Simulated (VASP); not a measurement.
# CuI (F-43m) in VASP: single point with HSE06

Aim: the single point of CuI with HSE06.

All numbers are computed with VASP 6.6.1; they aren't measurements. Logs are shortened: lines on timing, memory, paths and dates and some standing lists are left out, and cuts for length are marked.

## Step 1: The cell of the first run

It takes space group F-43m (No. 216, cubic). Conventional cell: a = 6.145 Å, b = 6.145 Å, c = 6.145 Å, α = 90.00°, β = 90.00°, γ = 90.00°. Cu (site symmetry -43m) has 4 I at 2.66 Å within 3.5 Å. I (site symmetry -43m) has 4 Cu at 2.66 Å within 3.5 Å.

## Step 2: Single point, HSE06 (strain +2.0%)

The input, POSCAR:

```
CuI
1.0
    0.0000000000      3.0722695239      3.0722695239
    3.0722695239      0.0000000000      3.0722695239
    3.0722695239      3.0722695239      0.0000000000
Cu I
1 1
Direct
    0.0000000000      0.0000000000      0.0000000000
    0.2500000000      0.2500000000      0.2500000000
```

The input, INCAR.step1:

```
PREC     = Accurate       # precision mode
ENCUT    = 520            # plane-wave cutoff, eV
EDIFF    = 1E-5           # SCF threshold, eV
ISMEAR   = 0              # smearing method
SIGMA    = 0.01           # smearing width, eV
LREAL    = False          # projectors in reciprocal space
LASPH    = True           # aspherical terms in the spheres
NELM     = 80             # most SCF steps
ALGO     = Normal         # electronic algorithm
ISIF     = 2              # what is computed and relaxed
LWAVE    = True           # write WAVECAR
GGA      = PE             # functional
NBANDS   = 16             # bands
```

The input, INCAR.step2:

```
PREC     = Accurate       # precision mode
ENCUT    = 520            # plane-wave cutoff, eV
EDIFF    = 1E-6           # SCF threshold, eV
ISMEAR   = 0              # smearing method
SIGMA    = 0.01           # smearing width, eV
LREAL    = False          # projectors in reciprocal space
LASPH    = True           # aspherical terms in the spheres
NELM     = 80             # most SCF steps
ALGO     = Normal         # electronic algorithm
ISIF     = 2              # what is computed and relaxed
LWAVE    = False          # write WAVECAR
LCHARG   = True           # write CHGCAR
GGA      = PE             # functional
LHFCALC  = True           # exact exchange
HFSCREEN = 0.2079         # screening, 1/A
PRECFOCK = Normal       
LELF     = True           # ELF
LVHAR    = True         
ISTART   = 1            
NBANDS   = 16             # bands
```

The input, KPOINTS:

```
Automatic mesh
0
Gamma
  6 6 6
```

Potentials or basis: VASP PAW PBE potentials, release 64 (Cu, I).

Command:

```console
$ cat potpaw_PBE.64/Cu/POTCAR potpaw_PBE.64/I/POTCAR > POTCAR
$ cp INCAR.step1 INCAR
$ mpirun -np 1 vasp_std > vasp.out
$ cp INCAR.step2 INCAR
$ mpirun -np 1 vasp_std > vasp.out
```

OUTCAR:

```text
PREC = Accurate
   ENCUT = 520
   EDIFF = 1E-6
   ISMEAR = 0
   LREAL = False
   LASPH = True
   NELM = 80
   ISIF = 2
   GGA = PE
   LHFCALC = True
   HFSCREEN = 0.2079
   PRECFOCK = Normal
   ISTART = 1

 ion  position               nearest neighbor table
   1  0.000  0.000  0.000-   2 2.66   2 2.66   2 2.66   2 2.66
   2  0.250  0.250  0.250-   1 2.66   1 2.66   1 2.66   1 2.66

  LATTYP: Found a face centered cubic cell.
 ALAT       =     6.1445390478

  Lattice vectors:

 A1 = (   0.0000000000,   3.0722695239,   3.0722695239)
 A2 = (   3.0722695239,   0.0000000000,   3.0722695239)
 A3 = (   3.0722695239,   3.0722695239,   0.0000000000)

Analysis of symmetry for initial positions (statically):
=====================================================================
 Subroutine PRICEL returns:
 Original cell was already a primitive cell.

 Routine SETGRP: Setting up the symmetry group for a
 face centered cubic supercell.

 Subroutine GETGRP returns: Found 24 space group operations
 (whereof 24 operations were pure point group operations)
 out of a pool of 48 trial point group operations.

The static configuration has the point symmetry T_d .

Analysis of symmetry for dynamics (positions and initial velocities):
=====================================================================
 Subroutine PRICEL returns:
 Original cell was already a primitive cell.

 Routine SETGRP: Setting up the symmetry group for a
 face centered cubic supercell.

 Subroutine GETGRP returns: Found 24 space group operations
 (whereof 24 operations were pure point group operations)
 out of a pool of 48 trial point group operations.

The dynamic configuration has the point symmetry T_d .

 Subroutine INISYM returns: Found 24 space group operations
 (whereof 24 operations are pure point group operations),
 and found     1 'primitive' translations

----------------------------------------------------------------------------------------

                                     Primitive cell

  volume of cell :      57.9973

  direct lattice vectors                    reciprocal lattice vectors
     0.000000000  3.072269524  3.072269524    -0.162746138  0.162746138  0.162746138
     3.072269524  0.000000000  3.072269524     0.162746138 -0.162746138  0.162746138
     3.072269524  3.072269524  0.000000000     0.162746138  0.162746138 -0.162746138

  length of vectors
     4.344845228  4.344845228  4.344845228     0.281884580  0.281884580  0.281884580

  position of ions in fractional coordinates (direct lattice)
     0.000000000  0.000000000  0.000000000
     0.250000000  0.250000000  0.250000000

  ion indices of the primitive-cell ions
   primitive index   ion index
                 1           1
                 2           2

----------------------------------------------------------------------------------------

 KPOINTS: Automatic mesh

Automatic generation of k-mesh.
 Grid dimensions read from file:
 generate k-points for:    6    6    6

 Generating k-lattice:

  Cartesian coordinates                     Fractional coordinates (reciprocal lattice)
    -0.027124356  0.027124356  0.027124356     0.166666667  0.000000000  0.000000000
     0.027124356 -0.027124356  0.027124356     0.000000000  0.166666667  0.000000000
     0.027124356  0.027124356 -0.027124356     0.000000000  0.000000000  0.166666667

  Length of vectors
     0.046980763  0.046980763  0.046980763

  Shift w.r.t. Gamma in fractional coordinates (k-lattice)
     0.000000000  0.000000000  0.000000000

 Subroutine IBZKPT returns following result:
 ===========================================

 Found     16 irreducible k-points:

 Following reciprocal coordinates:
            Coordinates               Weight
  0.000000  0.000000  0.000000      1.000000
  0.166667  0.000000  0.000000      8.000000
  0.333333  0.000000  0.000000      8.000000
  0.500000  0.000000  0.000000      4.000000
  0.166667  0.166667  0.000000      6.000000
  0.333333  0.166667  0.000000     24.000000
[... 8 lines left out ...]
 -0.333333  0.333333  0.166667     24.000000
 -0.333333  0.500000  0.166667     12.000000
   k-points           NKPTS =     16   k-points in BZ     NKDIM =    216   number of bands    NBANDS=     16
   number of dos      NEDOS =    301   number of ions     NIONS =      2
   total plane-waves  NPLWV =  32768
   dimension x,y,z NGX =    32 NGY =   32 NGZ =   32
   dimension x,y,z NGXF=    64 NGYF=   64 NGZF=   64
   ions per type =               1   1
   NGX,Y,Z   is equivalent  to a cutoff of  12.24, 12.24, 12.24 a.u.
   NGXF,Y,Z  is equivalent  to a cutoff of  24.49, 24.49, 24.49 a.u.
 SYSTEM =  unknown system
   PREC   = accura    normal or accurate (medium, high low for compatibility)
   ISTART =      1    job   : 0-new  1-cont  2-samecut
   ICHARG =      0    charge: 1-file 2-atom 10-const
   ISPIN  =      1    spin polarized calculation?
   LNONCOLLINEAR =      F non collinear calculations
   LSORBIT =      F    spin-orbit coupling
   LASPH  =      T    aspherical Exc in radial PAW
   ENCUT  =  520.0 eV  38.22 Ry    6.18 a.u.   8.08  8.08  8.08*2*pi/ulx,y,z
   NELM   =     80;   NELMIN=  2; NELMDL=  0     # of ELM steps
   EDIFF  = 0.1E-05   stopping-criterion for ELM
   LREAL  =      F    real-space projection
   EDIFFG = 0.1E-04   stopping-criterion for IOM
   NSW    =      0    number of steps for IOM
   IBRION =     -1    ionic relax: 0-MD 1-quasi-New 2-CG
   NFREE  =      0    steps in history (QN), initial steepest desc. (CG)
   ISIF   =      2    stress and relaxation
   ISYM   =      3    0-nonsym 1-usesym 2-fastsym
   POTIM  = 0.5000    time-step for ionic-motion
   TEBEG  =    0.0;   TEEND  =   0.0 temperature during run
   PSTRESS=    0.0 pullay stress
   NELECT =      18.0000    total number of electrons
   NUPDOWN=      -1.0000    fix difference up-down
   EMIN   =  10.00;   EMAX   =-10.00  energy-range for DOS
   EFERMI =   0.00;   METHOD = LEGACY
   ISMEAR =     0;   SIGMA  =   0.01  broadening in eV -4-tet -1-fermi 0-gaus
   EFERMI_NEDOS =   21; number of points for ismear=-14 and -15
   IALGO  =     38    algorithm
   IMIX   =      1    mixing-type and parameters
     AMIX     =   0.40;   BMIX     =  1.00
     AMIX_MAG =   1.60;   BMIX_MAG =  1.00
  volume/ion in A,a.u.               =      29.00       195.69
  Fermi-wavevector in a.u.,A,eV,Ry     =   1.108400  2.094572 16.715433  1.228550
  Thomas-Fermi vector in A             =   2.244926
   LORBIT       =      0    0 simple, 1 ext, 2 COOP (PROOUT), +10 PAW based schemes
   GGA     = PE    functional components
   LHFCALC =     T    Hartree Fock is set to
   PRECFOCK=normal    Normal, Fast or Accurate (Low or Medium for compatibility)
   ENCUT4O =  -1.0   cutoff for four orbital integrals eV
   NKREDX  =     1    reduce k-point grid by
   NKREDY  =     1    reduce k-point grid by
   NKREDZ  =     1    reduce k-point grid by
   AEXX    =    0.2500 exact exchange contribution
   HFSCREEN=    0.2079 screening length (either q_TF or 0.3 A-1)
   HFSCREENC=   0.2079 screening length for correlation (either q_TF or 0.3 A-1)
   ENCUTFOCK=  -1.0 apply spherical cutoff to Coloumb kernel
   IVDW    =     0    specifies the selected vdW correction
   LEPSILON=     F    determine dielectric tensor
   LRPA    =     F    only Hartree local field effects (RPA)
 non-spin polarized calculation
 Gauss-broadening in eV      SIGMA  =   0.01
  energy-cutoff  :      520.00
  volume of cell :       58.00
 maximum number of plane-waves:      1588
  NGX = 28; NGY = 28; NGZ = 28

 number of electron      17.9999994 magnetization

 Free energy of the ion-electron system (eV)
  ---------------------------------------------------
  ext. energy  EPLUGINS =         0.00000000
  ---------------------------------------------------
  free energy    TOTEN  =        -6.45602546 eV

  energy without entropy =       -6.45602546  energy(sigma->0) =       -6.45602546

 E-fermi :   3.0911     XC(G=0):  -7.2698

 val. band max:        3.0296953444   @ k =   0.0000   0.0000   0.0000
 cond. band min:       5.5322031172   @ k =   0.0000   0.0000   0.0000
 fundamental gap:      2.5025077728
 Fermi energy:         3.0910753866

 k-point     1 :       0.0000    0.0000    0.0000
  band No.  band energies     occupation
      1     -11.4718      2.00000
      2      -0.7369      2.00000
      3      -0.7369      2.00000
      4      -0.7369      2.00000
      5       0.7295      2.00000
      6       0.7295      2.00000
[... 8 lines left out ...]
     15      14.0681      0.00000
     16      14.0681      0.00000

 k-point     2 :       0.1667    0.0000    0.0000
  band No.  band energies     occupation
      1     -11.3456      2.00000
      2      -1.0574      2.00000
      3      -0.7092      2.00000
      4      -0.7092      2.00000
      5       0.7220      2.00000
      6       0.7220      2.00000
[... 8 lines left out ...]
     15      13.2112      0.00000
     16      13.7500      0.00000

 k-point     3 :       0.3333    0.0000    0.0000
  band No.  band energies     occupation
      1     -11.0707      2.00000
      2      -1.8053      2.00000
      3      -0.6593      2.00000
      4      -0.6593      2.00000
      5       0.7303      2.00000
      6       0.7303      2.00000
[... 8 lines left out ...]
     15      13.7283      0.00000
     16      13.7283      0.00000

 k-point     4 :       0.5000    0.0000    0.0000
  band No.  band energies     occupation
      1     -10.9194      2.00000
      2      -2.2171      2.00000
      3      -0.6382      2.00000
      4      -0.6382      2.00000
      5       0.7514      2.00000
      6       0.7514      2.00000
[... 8 lines left out ...]
     15      15.4457      0.00000
     16      15.4457      0.00000
[... 172 lines left out ...]
 k-point    14 :       0.5000    0.3333    0.1667
  band No.  band energies     occupation
      1     -10.8821      2.00000
      2      -1.8132      2.00000
      3      -0.9406      2.00000
      4      -0.6103      2.00000
      5       0.6857      2.00000
      6       0.7473      2.00000
[... 8 lines left out ...]
     15      15.5493      0.00000
     16      16.6034      0.00000

 k-point    15 :      -0.3333    0.3333    0.1667
  band No.  band energies     occupation
      1     -10.7792      2.00000
      2      -1.8003      2.00000
      3      -1.2061      2.00000
      4      -0.5912      2.00000
      5       0.6442      2.00000
      6       0.7451      2.00000
[... 8 lines left out ...]
     15      15.6309      0.00000
     16      16.3529      0.00000

 k-point    16 :      -0.3333    0.5000    0.1667
  band No.  band energies     occupation
      1     -10.7308      2.00000
      2      -1.9362      2.00000
      3      -1.0381      2.00000
      4      -0.5740      2.00000
      5       0.6916      2.00000
      6       0.7903      2.00000
[... 8 lines left out ...]
     15      16.1145      0.00000
     16      16.5472      0.00000

------------------------ aborting loop because EDIFF is reached ----------------------------------------

  FORCE on cell =-STRESS in cart. coord.  units (eV):
  Direction    XX          YY          ZZ          XY          YZ          ZX
  --------------------------------------------------------------------------------------
  -------------------------------------------------------------------------------------
  Total       -0.3938861     -0.3938861     -0.3938861     -0.0000000      0.0000000      0.0000000
  in kB      -10.8811138    -10.8811138    -10.8811138     -0.0000000      0.0000000      0.0000000
  external PRESSURE =     -10.8811138 kB  Pullay stress =       0.0000000 kB

 VOLUME and BASIS-vectors are now :
 -----------------------------------------------------------------------------
  energy-cutoff  :      520.00
  volume of cell :       58.00
      direct lattice vectors                 reciprocal lattice vectors
     0.000000000  3.072269524  3.072269524    -0.162746138  0.162746138  0.162746138
     3.072269524  0.000000000  3.072269524     0.162746138 -0.162746138  0.162746138
     3.072269524  3.072269524  0.000000000     0.162746138  0.162746138 -0.162746138

 POSITION                                       TOTAL-FORCE (eV/Angst)
 -----------------------------------------------------------------------------------
      0.00000      0.00000      0.00000         0.000000     -0.000000      0.000000
      1.53613      1.53613      1.53613        -0.000000      0.000000     -0.000000
 -----------------------------------------------------------------------------------
    total drift:                               -0.000029     -0.000037     -0.000004

  FREE ENERGIE OF THE ION-ELECTRON SYSTEM (eV)
  ---------------------------------------------------
  free  energy   TOTEN  =        -6.4560254618 eV

  energy  without entropy=       -6.4560254618  energy(sigma->0) =       -6.45602546
```

Run time: 1.5 h. Hardware: 1 thread of Intel Xeon Platinum 8259CL at 2.50GHz (Skylake/Cascade Lake), shared host; peak memory 0.32 GiB.

What came out:

* Free energy: -6.4560 eV
* Pressure: -1.1 GPa
* Band gap on the k mesh: 2.50 eV

Levels at points of the mesh, in eV from the valence-band top:
```tsv
k point	band 6	band 7	band 8	band 9	band 10	band 11	band 12	band 13
(0.00, 0.00, 0.00)	-2.30	0.00	0.00	0.00	2.50	6.37	6.37	6.37
(0.50, 0.00, 0.00)	-2.28	-2.23	-0.77	-0.77	3.58	6.86	6.86	8.75
(0.50, 0.50, 0.00)	-2.23	-2.12	-1.79	-1.79	3.99	4.31	10.59	11.37
```

Caveat: the cell differs from its parent crystal (strain +2.0%); the PAW data sets were made with another functional, which shifts forces and pressure a little; spin-orbit coupling is left out, which moves the levels of the heavy elements.
